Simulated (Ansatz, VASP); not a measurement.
KNbO3 in VASP and in Ansatz

```xyz
5
Lattice="4.0292 0.0000 0.0000 0.0000 4.0292 0.0000 0.0000 0.0000 4.0292" Properties=species:S:1:pos:R:3 pbc="T T T"
K     0.0000    0.0000    0.0000
Nb    2.0146    2.0146    2.0146
O     0.0000    2.0146    2.0146
O     2.0146    0.0000    2.0146
O     2.0146    2.0146    0.0000
```

Alike in both runs: task single point; functional PBEsol; k mesh 6 × 6 × 6; no spin polarisation; Hubbard terms Nb d U = 3.0 eV.

|  | VASP | Ansatz |
| --- | --- | --- |
| version | VASP 6.6.1 | Ansatz 0.2.0 |
| potentials or method | VASP PAW PBE potentials, release 64 (K_sv, Nb_sv, O) | plane waves, PAW |
| plane-wave cutoff (eV) | 600 | 420 |
| occupations | gaussian, width 0.01 eV | fixed |
| valence electrons in the cell | 40 | 40 |

VASP gave:

* gap on the k mesh at the Fermi level (eV): 1.78

Task: Which values does Ansatz return?

Result: gap on the k mesh at the Fermi level (eV): 1.74.

VASP's potentials were made for PBE, not for PBEsol. The programs project onto different local orbitals, so the same U acts differently, and such runs can settle in different states.
